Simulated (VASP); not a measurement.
# Cd (Fd-3m) in VASP: a series of runs

The runs below take Cd through single point, with PBE.

All numbers are computed with VASP 6.6.1; they aren't measurements. Logs are shortened: lines on timing, memory, paths and dates and some standing lists are left out, and cuts for length are marked.

## 1. The cell of the first run

It takes space group Fd-3m (No. 227, cubic). The conventional cell has a = 6.689 Å, b = 6.689 Å, c = 6.689 Å, α = 90.00°, β = 90.00°, γ = 90.00°. Cd (site symmetry -43m) has 4 Cd at 2.90 Å within 3.8 Å.

This isn't the form of Cd at room conditions, which is hcp.

## 2. Single point, PBE

Contents of INCAR:

```
ALGO = Normal
EDIFF = 1E-7
ENCUT = 520
GGA = PE
ISIF = 2
ISMEAR = -1
LASPH = True
LCHARG = False
LREAL = False
LWAVE = False
NBANDS = 19
NELM = 100
PREC = Accurate
SIGMA = 0.05
```

Contents of KPOINTS:

```
k-points
0
Gamma
  12 12 12
```

Contents of POSCAR:

```
Cd
1.0
    0.0000000000      3.3444563493      3.3444563493
    3.3444563493      0.0000000000      3.3444563493
    3.3444563493      3.3444563493      0.0000000000
Cd
2
Direct
   -0.1250000000     -0.1250000000     -0.1250000000
    0.1250000000      0.1250000000      0.1250000000
```

Potentials or basis: VASP PAW PBE potentials, release 64 (Cd).

Run with:

```bash
> cat potpaw_PBE.64/Cd/POTCAR > POTCAR
> mpirun -np 1 vasp_std > vasp.out
```

OUTCAR:

```text
EDIFF = 1E-7
   ENCUT = 520
   GGA = PE
   ISIF = 2
   ISMEAR = -1
   LASPH = True
   LREAL = False
   NELM = 100
   PREC = Accurate

 ion  position               nearest neighbor table
   1  0.875  0.875  0.875-   2 2.90   2 2.90   2 2.90   2 2.90
   2  0.125  0.125  0.125-   1 2.90   1 2.90   1 2.90   1 2.90

  LATTYP: Found a face centered cubic cell.
 ALAT       =     6.6889126986

  Lattice vectors:

 A1 = (   0.0000000000,   3.3444563493,   3.3444563493)
 A2 = (   3.3444563493,   0.0000000000,   3.3444563493)
 A3 = (   3.3444563493,   3.3444563493,   0.0000000000)

Analysis of symmetry for initial positions (statically):
=====================================================================
 Subroutine PRICEL returns:
 Original cell was already a primitive cell.

 Routine SETGRP: Setting up the symmetry group for a
 face centered cubic supercell.

 Subroutine GETGRP returns: Found 48 space group operations
 (whereof 12 operations were pure point group operations)
 out of a pool of 48 trial point group operations.

The static configuration has the point symmetry D_3d.
 The point group associated with its full space group is O_h .

Analysis of symmetry for dynamics (positions and initial velocities):
=====================================================================
 Subroutine PRICEL returns:
 Original cell was already a primitive cell.

 Routine SETGRP: Setting up the symmetry group for a
 face centered cubic supercell.

 Subroutine GETGRP returns: Found 48 space group operations
 (whereof 12 operations were pure point group operations)
 out of a pool of 48 trial point group operations.

The dynamic configuration has the point symmetry D_3d.
 The point group associated with its full space group is O_h .

 Subroutine INISYM returns: Found 48 space group operations
 (whereof 12 operations are pure point group operations),
 and found     1 'primitive' translations

----------------------------------------------------------------------------------------

                                     Primitive cell

  volume of cell :      74.8181

  direct lattice vectors                    reciprocal lattice vectors
     0.000000000  3.344456349  3.344456349    -0.149501129  0.149501129  0.149501129
     3.344456349  0.000000000  3.344456349     0.149501129 -0.149501129  0.149501129
     3.344456349  3.344456349  0.000000000     0.149501129  0.149501129 -0.149501129

  length of vectors
     4.729775528  4.729775528  4.729775528     0.258943551  0.258943551  0.258943551

  position of ions in fractional coordinates (direct lattice)
     0.875000000  0.875000000  0.875000000
     0.125000000  0.125000000  0.125000000

  ion indices of the primitive-cell ions
   primitive index   ion index
                 1           1
                 2           2

----------------------------------------------------------------------------------------

 KPOINTS: k-points

Automatic generation of k-mesh.
 Grid dimensions read from file:
 generate k-points for:   12   12   12

 Generating k-lattice:

  Cartesian coordinates                     Fractional coordinates (reciprocal lattice)
    -0.012458427  0.012458427  0.012458427     0.083333333  0.000000000  0.000000000
     0.012458427 -0.012458427  0.012458427     0.000000000  0.083333333  0.000000000
     0.012458427  0.012458427 -0.012458427     0.000000000  0.000000000  0.083333333

  Length of vectors
     0.021578629  0.021578629  0.021578629

  Shift w.r.t. Gamma in fractional coordinates (k-lattice)
     0.000000000  0.000000000  0.000000000

 Subroutine IBZKPT returns following result:
 ===========================================

 Found     72 irreducible k-points:

 Following reciprocal coordinates:
            Coordinates               Weight
  0.000000  0.000000  0.000000      1.000000
  0.083333  0.000000  0.000000      8.000000
  0.166667  0.000000  0.000000      8.000000
  0.250000  0.000000  0.000000      8.000000
  0.333333  0.000000  0.000000      8.000000
  0.416667  0.000000  0.000000      8.000000
[... 16 lines left out ...]
  0.500000  0.166667  0.000000     24.000000
 -0.416667  0.166667  0.000000     24.000000
 [... further k-points ...]
   k-points           NKPTS =     72   k-points in BZ     NKDIM =     72   number of bands    NBANDS=     19
   number of dos      NEDOS =    301   number of ions     NIONS =      2
   total plane-waves  NPLWV =  46656
   dimension x,y,z NGX =    36 NGY =   36 NGZ =   36
   dimension x,y,z NGXF=    72 NGYF=   72 NGZF=   72
   ions per type =               2
   NGX,Y,Z   is equivalent  to a cutoff of  12.65, 12.65, 12.65 a.u.
   NGXF,Y,Z  is equivalent  to a cutoff of  25.31, 25.31, 25.31 a.u.
 SYSTEM =  unknown system
   PREC   = accura    normal or accurate (medium, high low for compatibility)
   ISTART =      0    job   : 0-new  1-cont  2-samecut
   ICHARG =      2    charge: 1-file 2-atom 10-const
   ISPIN  =      1    spin polarized calculation?
   LNONCOLLINEAR =      F non collinear calculations
   LSORBIT =      F    spin-orbit coupling
   LASPH  =      T    aspherical Exc in radial PAW
   ENCUT  =  520.0 eV  38.22 Ry    6.18 a.u.   8.79  8.79  8.79*2*pi/ulx,y,z
   NELM   =    100;   NELMIN=  2; NELMDL= -5     # of ELM steps
   EDIFF  = 0.1E-06   stopping-criterion for ELM
   LREAL  =      F    real-space projection
   EDIFFG = 0.1E-05   stopping-criterion for IOM
   NSW    =      0    number of steps for IOM
   IBRION =     -1    ionic relax: 0-MD 1-quasi-New 2-CG
   NFREE  =      0    steps in history (QN), initial steepest desc. (CG)
   ISIF   =      2    stress and relaxation
   ISYM   =      2    0-nonsym 1-usesym 2-fastsym
   POTIM  = 0.5000    time-step for ionic-motion
   TEBEG  =    0.0;   TEEND  =   0.0 temperature during run
   PSTRESS=    0.0 pullay stress
   NELECT =      24.0000    total number of electrons
   NUPDOWN=      -1.0000    fix difference up-down
   EMIN   =  10.00;   EMAX   =-10.00  energy-range for DOS
   EFERMI =   0.00;   METHOD = LEGACY
   ISMEAR =    -1;   SIGMA  =   0.05  broadening in eV -4-tet -1-fermi 0-gaus
   EFERMI_NEDOS =   21; number of points for ismear=-14 and -15
   IALGO  =     38    algorithm
   IMIX   =      4    mixing-type and parameters
     AMIX     =   0.40;   BMIX     =  1.00
     AMIX_MAG =   1.60;   BMIX_MAG =  1.00
  volume/ion in A,a.u.               =      37.41       252.45
  Fermi-wavevector in a.u.,A,eV,Ry     =   1.120666  2.117753 17.087466  1.255893
  Thomas-Fermi vector in A             =   2.257315
   LORBIT       =      0    0 simple, 1 ext, 2 COOP (PROOUT), +10 PAW based schemes
   GGA     = PE    functional components
   LHFCALC =     F    Hartree Fock is set to
   AEXX    =    0.0000 exact exchange contribution
   IVDW    =     0    specifies the selected vdW correction
   LEPSILON=     F    determine dielectric tensor
   LRPA    =     F    only Hartree local field effects (RPA)
 non-spin polarized calculation
  energy-cutoff  :      520.00
  volume of cell :       74.82
 maximum number of plane-waves:      2044
   NGX = 17   NGY = 17   NGZ = 17

 number of electron      23.9999998 magnetization

 Free energy of the ion-electron system (eV)
  ---------------------------------------------------
  ext. energy  EPLUGINS =         0.00000000
  ---------------------------------------------------
  free energy    TOTEN  =        -0.84517622 eV

  energy without entropy =       -0.83545877  energy(sigma->0) =       -0.84031749

 E-fermi :   0.1125     XC(G=0):  -8.1033

 val. band max:        0.0995929114   @ k =  -0.3333   0.3333   0.1667
 cond. band min:       0.1405150433   @ k =  -0.4167   0.3333   0.0833
 fundamental gap:      0.0409221318
 Fermi energy:         0.1124808659

 k-point     1 :       0.0000    0.0000    0.0000
  band No.  band energies     occupation
      1      -9.0210      2.00000
      2      -9.0210      2.00000
      3      -9.0210      2.00000
      4      -8.9691      2.00000
      5      -8.9691      2.00000
      6      -8.3393      2.00000
[... 11 lines left out ...]
     18       5.5490      0.00000
     19       6.9862      0.00000

 k-point     2 :       0.0833    0.0000    0.0000
  band No.  band energies     occupation
      1      -9.0410      2.00000
      2      -9.0410      2.00000
      3      -9.0192      2.00000
      4      -8.9428      2.00000
      5      -8.9428      2.00000
      6      -8.3476      2.00000
[... 11 lines left out ...]
     18       6.1530      0.00000
     19       7.5533      0.00000

 k-point     3 :       0.1667    0.0000    0.0000
  band No.  band energies     occupation
      1      -9.0654      2.00000
      2      -9.0654      2.00000
      3      -9.0146      2.00000
      4      -8.9027      2.00000
      5      -8.9027      2.00000
      6      -8.3701      2.00000
[... 11 lines left out ...]
     18       7.1039      0.00000
     19       8.2178      0.00000

 k-point     4 :       0.2500    0.0000    0.0000
  band No.  band energies     occupation
      1      -9.0793      2.00000
      2      -9.0793      2.00000
      3      -9.0086      2.00000
      4      -8.8711      2.00000
      5      -8.8711      2.00000
      6      -8.4005      2.00000
[... 11 lines left out ...]
     18       7.8061      0.00000
     19       8.1607      0.00000

 k-point     5 :       0.3333    0.0000    0.0000
  band No.  band energies     occupation
      1      -9.0830      2.00000
      2      -9.0830      2.00000
      3      -9.0027      2.00000
      4      -8.8549      2.00000
      5      -8.8549      2.00000
      6      -8.4309      2.00000
[... 11 lines left out ...]
     18       7.4397      0.00000
     19       9.2368      0.00000

 k-point     6 :       0.4167    0.0000    0.0000
  band No.  band energies     occupation
      1      -9.0809      2.00000
      2      -9.0809      2.00000
      3      -8.9985      2.00000
      4      -8.8516      2.00000
      5      -8.8516      2.00000
      6      -8.4531      2.00000
[... 11 lines left out ...]
     18       7.1810      0.00000
     19      10.4214      0.00000

 k-point     7 :       0.5000    0.0000    0.0000
  band No.  band energies     occupation
      1      -9.0792      2.00000
      2      -9.0792      2.00000
      3      -8.9969      2.00000
      4      -8.8522      2.00000
      5      -8.8522      2.00000
      6      -8.4612      2.00000
[... 11 lines left out ...]
     18       7.0919      0.00000
     19      11.2273      0.00000

 k-point     8 :       0.0833    0.0833    0.0000
  band No.  band energies     occupation
      1      -9.0554      2.00000
      2      -9.0264      2.00000
      3      -9.0264      2.00000
      4      -8.9554      2.00000
      5      -8.9173      2.00000
      6      -8.3926      2.00000
[... 256 lines left out ...]
 k-point    20 :       0.2500    0.1667    0.0000
  band No.  band energies     occupation
      1      -9.1023      2.00000
      2      -9.0527      2.00000
      3      -9.0392      2.00000
      4      -8.8838      2.00000
      5      -8.7893      2.00000
      6      -8.5533      2.00000
[... 11 lines left out ...]
     18       7.8812      0.00000
     19       9.1502      0.00000

 k-point    21 :       0.3333    0.1667    0.0000
  band No.  band energies     occupation
      1      -9.1192      2.00000
      2      -9.0648      2.00000
      3      -9.0209      2.00000
      4      -8.8513      2.00000
      5      -8.7583      2.00000
      6      -8.5838      2.00000
[... 11 lines left out ...]
     18       7.9216      0.00000
     19       9.5090      0.00000

 k-point    22 :       0.4167    0.1667    0.0000
  band No.  band energies     occupation
      1      -9.1323      2.00000
      2      -9.0760      2.00000
      3      -8.9939      2.00000
      4      -8.8231      2.00000
      5      -8.7530      2.00000
      6      -8.5847      2.00000
[... 11 lines left out ...]
     18       7.6814      0.00000
     19       9.3748      0.00000

 k-point    23 :       0.5000    0.1667    0.0000
  band No.  band energies     occupation
      1      -9.1386      2.00000
      2      -9.0883      2.00000
      3      -8.9655      2.00000
      4      -8.7974      2.00000
      5      -8.7724      2.00000
      6      -8.5642      2.00000
[... 11 lines left out ...]
     18       8.1252      0.00000
     19       9.4103      0.00000

 k-point    24 :      -0.4167    0.1667    0.0000
  band No.  band energies     occupation
      1      -9.1357      2.00000
      2      -9.1018      2.00000
      3      -8.9437      2.00000
      4      -8.8071      2.00000
      5      -8.7743      2.00000
      6      -8.5351      2.00000
[... 11 lines left out ...]
     18       8.8922      0.00000
     19       9.9000      0.00000

 [... further k-points ...]
[... 5 lines left out ...]
  --------------------------------------------------------------------------------------
  -------------------------------------------------------------------------------------
  Total        0.0734812      0.0734812      0.0734812      0.0000000      0.0000000     -0.0000000
  in kB        1.5735482      1.5735482      1.5735482      0.0000000      0.0000000     -0.0000000
  external PRESSURE =       1.5735482 kB  Pullay stress =       0.0000000 kB

 VOLUME and BASIS-vectors are now :
 -----------------------------------------------------------------------------
  energy-cutoff  :      520.00
  volume of cell :       74.82
      direct lattice vectors                 reciprocal lattice vectors
     0.000000000  3.344456349  3.344456349    -0.149501129  0.149501129  0.149501129
     3.344456349  0.000000000  3.344456349     0.149501129 -0.149501129  0.149501129
     3.344456349  3.344456349  0.000000000     0.149501129  0.149501129 -0.149501129

 POSITION                                       TOTAL-FORCE (eV/Angst)
 -----------------------------------------------------------------------------------
      5.85280      5.85280      5.85280        -0.000000     -0.000000     -0.000000
      0.83611      0.83611      0.83611         0.000000      0.000000      0.000000
 -----------------------------------------------------------------------------------
    total drift:                                0.000000      0.000000      0.000000

  FREE ENERGIE OF THE ION-ELECTRON SYSTEM (eV)
  ---------------------------------------------------
  free  energy   TOTEN  =        -0.8451762207 eV

  energy  without entropy=       -0.8354587669  energy(sigma->0) =       -0.84031749
```

It took 87 s on 1 thread of Intel Xeon 8259CL, shared host; peak memory 0.25 GiB.

What came out:

```
Free energy            : -0.8452 eV
Pressure               : 0.2 GPa
Band gap on the k mesh : zero (bands 12 and 13 overlap by 4.62 eV)
```

## 3. Single point, PBE

This run uses another cell than the first one, of 39.55 Å³/atom.

Contents of INCAR:

```
PREC = Accurate
ENCUT = 520
EDIFF = 1E-7
ISMEAR = -1
SIGMA = 0.05
LREAL = F
LASPH = T
NELM = 80
ALGO = Normal
ISIF = 2
LWAVE = F
LCHARG = F
GGA = PE
NBANDS = 19
```

Contents of KPOINTS:

```
Automatic mesh
0
Gamma
  12 12 12
```

Contents of POSCAR:

```
Cd
1.0
    0.0000000000      3.4070468312      3.4070468312
    3.4070468312      0.0000000000      3.4070468312
    3.4070468312      3.4070468312      0.0000000000
Cd
2
Direct
   -0.1250000000     -0.1250000000     -0.1250000000
    0.1250000000      0.1250000000      0.1250000000
```

Potentials or basis: VASP PAW PBE potentials, release 64 (Cd).

Run with:

```bash
> cat potpaw_PBE.64/Cd/POTCAR > POTCAR
> mpirun -np 1 vasp_std > vasp.out
```

Run time: 93 s. Hardware: 1 thread of Intel Xeon 8259CL, shared host; peak memory 0.25 GiB.

Results (log left out):

* Free energy: -0.8384 eV
* Pressure: -0.6 GPa
* Band gap on the k mesh: zero (bands 12 and 13 overlap by 4.33 eV)

Levels at points of the mesh, in eV from the Fermi level:
| k point | band 10 | band 11 | band 12 | band 13 | band 14 | band 15 |
| --- | --- | --- | --- | --- | --- | --- |
| (0.00, 0.00, 0.00) | -8.35 | -6.12 | 3.98 | 3.98 | 3.98 | 4.24 |
| (0.50, 0.00, 0.00) | -8.32 | -4.22 | -2.39 | 2.54 | 2.54 | 3.79 |
| (0.50, 0.50, 0.00) | -8.28 | -2.91 | -2.91 | 0.92 | 0.92 | 3.49 |
